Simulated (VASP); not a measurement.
# NaI (Fm-3m) in VASP: notebook

NaI is run at these levels: PBE; tasks: single point.

Everything below comes from runs of VASP 6.6.1. Logs are shortened: lines on timing, memory, paths and dates and some standing lists are left out, and cuts for length are marked.

## Step 1: The cell of the first run

Symmetry: Fm-3m, No. 225, cubic system. Conventional cell: a = 6.327 Å, b = 6.327 Å, c = 6.327 Å, α = 90.00°, β = 90.00°, γ = 90.00°. Na (site symmetry m-3m) has 6 I at 3.16 Å within 4.2 Å. I (site symmetry m-3m) has 6 Na at 3.16 Å within 4.2 Å.

## Step 2: Single point, PBE (volume scaled by 0.91)

INCAR

```
SYSTEM = NaI
  PREC = Accurate
  ENCUT = 520
  EDIFF = 1E-6
  ISMEAR = 0
  SIGMA = 0.02
  LREAL = .False.
  LASPH = .True.
  NELM = 80
  ALGO = Normal
  ISIF = 2
  LWAVE = .False.
  LCHARG = .False.
  GGA = PE
  NBANDS = 14
```

KPOINTS

```
regular mesh
0
Gamma
  6 6 6
  0 0 0
```

POSCAR

```
NaI
1.0
    0.0000000000      3.1636084489      3.1636084489
    3.1636084489      0.0000000000      3.1636084489
    3.1636084489      3.1636084489      0.0000000000
Na I
1 1
Direct
    0.5000000000      0.5000000000      0.5000000000
    0.0000000000      0.0000000000      0.0000000000
```

Potentials or basis: VASP PAW PBE potentials, release 64 (Na_pv, I).

Launch:

```bash
cat potpaw_PBE.64/Na_pv/POTCAR potpaw_PBE.64/I/POTCAR > POTCAR
mpirun -np 1 vasp_std > vasp.out
```

OUTCAR:

```text
SYSTEM = NaI
   PREC = Accurate
   ENCUT = 520
   EDIFF = 1E-6
   ISMEAR = 0
   LREAL = .False.
   LASPH = .True.
   NELM = 80
   ISIF = 2
   GGA = PE

 ion  position               nearest neighbor table
   1  0.500  0.500  0.500-   2 3.16   2 3.16   2 3.16   2 3.16   2 3.16   2 3.16
   2  0.000  0.000  0.000-   1 3.16   1 3.16   1 3.16   1 3.16   1 3.16   1 3.16

  LATTYP: Found a face centered cubic cell.
 ALAT       =     6.3272168978

  Lattice vectors:

 A1 = (   0.0000000000,   3.1636084489,   3.1636084489)
 A2 = (   3.1636084489,   0.0000000000,   3.1636084489)
 A3 = (   3.1636084489,   3.1636084489,   0.0000000000)

Analysis of symmetry for initial positions (statically):
=====================================================================
 Subroutine PRICEL returns:
 Original cell was already a primitive cell.

 Routine SETGRP: Setting up the symmetry group for a
 face centered cubic supercell.

 Subroutine GETGRP returns: Found 48 space group operations
[... 9 lines left out ...]

 Routine SETGRP: Setting up the symmetry group for a
 face centered cubic supercell.

 Subroutine GETGRP returns: Found 48 space group operations
[... 11 lines left out ...]
                                     Primitive cell

  volume of cell :      63.3254

  direct lattice vectors                    reciprocal lattice vectors
     0.000000000  3.163608449  3.163608449    -0.158047372  0.158047372  0.158047372
     3.163608449  0.000000000  3.163608449     0.158047372 -0.158047372  0.158047372
     3.163608449  3.163608449  0.000000000     0.158047372  0.158047372 -0.158047372

  length of vectors
     4.474017974  4.474017974  4.474017974     0.273746078  0.273746078  0.273746078

  position of ions in fractional coordinates (direct lattice)
     0.500000000  0.500000000  0.500000000
     0.000000000  0.000000000  0.000000000

  ion indices of the primitive-cell ions
   primitive index   ion index
                 1           1
                 2           2

----------------------------------------------------------------------------------------

 KPOINTS: regular mesh

Automatic generation of k-mesh.
 Grid dimensions read from file:
 generate k-points for:    6    6    6

 Generating k-lattice:

  Cartesian coordinates                     Fractional coordinates (reciprocal lattice)
    -0.026341229  0.026341229  0.026341229     0.166666667  0.000000000  0.000000000
     0.026341229 -0.026341229  0.026341229     0.000000000  0.166666667  0.000000000
     0.026341229  0.026341229 -0.026341229     0.000000000  0.000000000  0.166666667

  Length of vectors
     0.045624346  0.045624346  0.045624346

  Shift w.r.t. Gamma in fractional coordinates (k-lattice)
     0.000000000  0.000000000  0.000000000

 Subroutine IBZKPT returns following result:
 ===========================================

 Found     16 irreducible k-points:

 Following reciprocal coordinates:
            Coordinates               Weight
  0.000000  0.000000  0.000000      1.000000
  0.166667  0.000000  0.000000      8.000000
  0.333333  0.000000  0.000000      8.000000
  0.500000  0.000000  0.000000      4.000000
  0.166667  0.166667  0.000000      6.000000
  0.333333  0.166667  0.000000     24.000000
[... 8 lines left out ...]
 -0.333333  0.333333  0.166667     24.000000
 -0.333333  0.500000  0.166667     12.000000
   k-points           NKPTS =     16   k-points in BZ     NKDIM =     16   number of bands    NBANDS=     14
   number of dos      NEDOS =    301   number of ions     NIONS =      2
   total plane-waves  NPLWV =  46656
   dimension x,y,z NGX =    36 NGY =   36 NGZ =   36
   dimension x,y,z NGXF=    72 NGYF=   72 NGZF=   72
   ions per type =               1   1
   NGX,Y,Z   is equivalent  to a cutoff of  13.38, 13.38, 13.38 a.u.
   NGXF,Y,Z  is equivalent  to a cutoff of  26.75, 26.75, 26.75 a.u.
 SYSTEM =  NaI
   PREC   = accura    normal or accurate (medium, high low for compatibility)
   ISTART =      0    job   : 0-new  1-cont  2-samecut
   ICHARG =      2    charge: 1-file 2-atom 10-const
   ISPIN  =      1    spin polarized calculation?
   LNONCOLLINEAR =      F non collinear calculations
   LSORBIT =      F    spin-orbit coupling
   LASPH  =      T    aspherical Exc in radial PAW
   ENCUT  =  520.0 eV  38.22 Ry    6.18 a.u.   8.32  8.32  8.32*2*pi/ulx,y,z
   NELM   =     80;   NELMIN=  2; NELMDL= -5     # of ELM steps
   EDIFF  = 0.1E-05   stopping-criterion for ELM
   LREAL  =      F    real-space projection
   EDIFFG = 0.1E-04   stopping-criterion for IOM
   NSW    =      0    number of steps for IOM
   IBRION =     -1    ionic relax: 0-MD 1-quasi-New 2-CG
   NFREE  =      0    steps in history (QN), initial steepest desc. (CG)
   ISIF   =      2    stress and relaxation
   ISYM   =      2    0-nonsym 1-usesym 2-fastsym
   POTIM  = 0.5000    time-step for ionic-motion
   TEBEG  =    0.0;   TEEND  =   0.0 temperature during run
   PSTRESS=    0.0 pullay stress
   NELECT =      14.0000    total number of electrons
   NUPDOWN=      -1.0000    fix difference up-down
   EMIN   =  10.00;   EMAX   =-10.00  energy-range for DOS
   EFERMI =   0.00;   METHOD = LEGACY
   ISMEAR =     0;   SIGMA  =   0.02  broadening in eV -4-tet -1-fermi 0-gaus
   EFERMI_NEDOS =   21; number of points for ismear=-14 and -15
   IALGO  =     38    algorithm
   IMIX   =      4    mixing-type and parameters
     AMIX     =   0.40;   BMIX     =  1.00
     AMIX_MAG =   1.60;   BMIX_MAG =  1.00
  volume/ion in A,a.u.               =      31.66       213.67
  Fermi-wavevector in a.u.,A,eV,Ry     =   0.989900  1.870640 13.332384  0.979903
  Thomas-Fermi vector in A             =   2.121532
   LORBIT       =      0    0 simple, 1 ext, 2 COOP (PROOUT), +10 PAW based schemes
   GGA     = PE    functional components
   LHFCALC =     F    Hartree Fock is set to
   AEXX    =    0.0000 exact exchange contribution
   IVDW    =     0    specifies the selected vdW correction
   LEPSILON=     F    determine dielectric tensor
   LRPA    =     F    only Hartree local field effects (RPA)
 non-spin polarized calculation
 Gauss-broadening in eV      SIGMA  =   0.02
  energy-cutoff  :      520.00
  volume of cell :       63.33
 maximum number of plane-waves:      1724
 NGX is ok and might be reduce to    36
   NGX = 17   NGY = 17   NGZ = 17

 number of electron      14.0000006 magnetization

 Free energy of the ion-electron system (eV)
  ---------------------------------------------------
  ext. energy  EPLUGINS =         0.00000000
  ---------------------------------------------------
  free energy    TOTEN  =        -5.35469611 eV

  energy without entropy =       -5.35469611  energy(sigma->0) =       -5.35469611

 E-fermi :   1.4917     XC(G=0):  -7.9831

 val. band max:        1.3030091053   @ k =   0.0000   0.0000   0.0000
 cond. band min:       5.1365327086   @ k =   0.0000   0.0000   0.0000
 fundamental gap:      3.8335236033
 Fermi energy:         1.4917246104

 k-point     1 :       0.0000    0.0000    0.0000
  band No.  band energies     occupation
      1     -21.0682      2.00000
      2     -21.0682      2.00000
      3     -21.0682      2.00000
      4      -9.9025      2.00000
      5       1.3030      2.00000
      6       1.3030      2.00000
      7       1.3030      2.00000
      8       5.1365      0.00000
      9       9.2268      0.00000
     10       9.2268      0.00000
     11       9.2268      0.00000
     12      11.1611      0.00000
     13      11.1611      0.00000
     14      11.7764      0.00000

 k-point     2 :       0.1667    0.0000    0.0000
  band No.  band energies     occupation
      1     -21.0701      2.00000
      2     -21.0683      2.00000
      3     -21.0683      2.00000
      4      -9.8127      2.00000
      5       0.4842      2.00000
      6       1.2153      2.00000
      7       1.2153      2.00000
      8       5.9813      0.00000
      9       8.7751      0.00000
     10       9.4480      0.00000
     11       9.4480      0.00000
     12      10.6537      0.00000
     13      10.6537      0.00000
     14      12.3457      0.00000

 k-point     3 :       0.3333    0.0000    0.0000
  band No.  band energies     occupation
      1     -21.0738      2.00000
      2     -21.0685      2.00000
      3     -21.0685      2.00000
      4      -9.6204      2.00000
      5      -0.6626      2.00000
      6       1.0526      2.00000
      7       1.0527      2.00000
      8       6.4817      0.00000
      9       9.0604      0.00000
     10       9.0604      0.00000
     11       9.6417      0.00000
     12      11.6308      0.00000
     13      11.7273      0.00000
     14      11.7273      0.00000
[... 188 lines left out ...]
 k-point    15 :      -0.3333    0.3333    0.1667
  band No.  band energies     occupation
      1     -21.0735      2.00000
      2     -21.0712      2.00000
      3     -21.0698      2.00000
      4      -9.4399      2.00000
      5      -0.6255      2.00000
      6      -0.0232      2.00000
      7       0.5664      2.00000
      8       7.4459      0.00000
      9       8.0341      0.00000
     10       9.3342      0.00000
     11       9.9786      0.00000
     12      11.9470      0.00000
     13      13.4354      0.00000
     14      14.5715      0.00000

 k-point    16 :      -0.3333    0.5000    0.1667
  band No.  band energies     occupation
      1     -21.0729      2.00000
      2     -21.0713      2.00000
      3     -21.0707      2.00000
      4      -9.4163      2.00000
      5      -0.5748      2.00000
      6       0.0530      2.00000
      7       0.2980      2.00000
      8       6.7747      0.00000
      9       7.7729      0.00000
     10      10.0812      0.00000
     11      10.1428      0.00000
     12      13.3217      0.00000
     13      14.1140      0.00000
     14      14.3295      0.00000

------------------------ aborting loop because EDIFF is reached ----------------------------------------

  FORCE on cell =-STRESS in cart. coord.  units (eV):
  Direction    XX          YY          ZZ          XY          YZ          ZX
  --------------------------------------------------------------------------------------
  -------------------------------------------------------------------------------------
  Total        0.7180497      0.7180497      0.7180497     -0.0000000     -0.0000000      0.0000000
  in kB       18.1671537     18.1671537     18.1671537     -0.0000000     -0.0000000      0.0000000
  external PRESSURE =      18.1671537 kB  Pullay stress =       0.0000000 kB

 VOLUME and BASIS-vectors are now :
 -----------------------------------------------------------------------------
  energy-cutoff  :      520.00
  volume of cell :       63.33
      direct lattice vectors                 reciprocal lattice vectors
     0.000000000  3.163608449  3.163608449    -0.158047372  0.158047372  0.158047372
     3.163608449  0.000000000  3.163608449     0.158047372 -0.158047372  0.158047372
     3.163608449  3.163608449  0.000000000     0.158047372  0.158047372 -0.158047372

 POSITION                                       TOTAL-FORCE (eV/Angst)
 -----------------------------------------------------------------------------------
      3.16361      3.16361      3.16361         0.000000     -0.000000      0.000000
      0.00000      0.00000      0.00000        -0.000000      0.000000     -0.000000
 -----------------------------------------------------------------------------------
    total drift:                                0.000000      0.000000      0.000000

  FREE ENERGIE OF THE ION-ELECTRON SYSTEM (eV)
  ---------------------------------------------------
  free  energy   TOTEN  =        -5.3546961064 eV

  energy  without entropy=       -5.3546961064  energy(sigma->0) =       -5.35469611
```

Wall time 9.9 s (1 thread of Intel Xeon Platinum 8259CL at 2.50GHz (Skylake/Cascade Lake), shared host); peak memory 0.2 GiB.

What came out:

- Free energy: -5.3547 eV
- Pressure: 1.8 GPa
- Band gap on the k mesh: 3.83 eV, direct

Levels at points of the mesh, in eV from the valence-band top:
| k point | band 3 | band 4 | band 5 | band 6 | band 7 | band 8 | band 9 | band 10 | band 11 | band 12 |
| --- | --- | --- | --- | --- | --- | --- | --- | --- | --- | --- |
| (0.00, 0.00, 0.00) | -22.37 | -11.21 | 0.00 | 0.00 | 0.00 | 3.83 | 7.92 | 7.92 | 7.92 | 9.86 |
| (0.50, 0.00, 0.00) | -22.37 | -10.82 | -2.43 | -0.33 | -0.33 | 5.11 | 7.50 | 7.50 | 9.24 | 10.47 |
| (0.50, 0.50, 0.00) | -22.37 | -10.73 | -2.13 | -0.84 | -0.84 | 4.54 | 5.42 | 10.32 | 11.72 | 11.72 |

Caveat: spin-orbit coupling is left out, which moves the levels of the heavy elements.

[end of part 1 of 2]
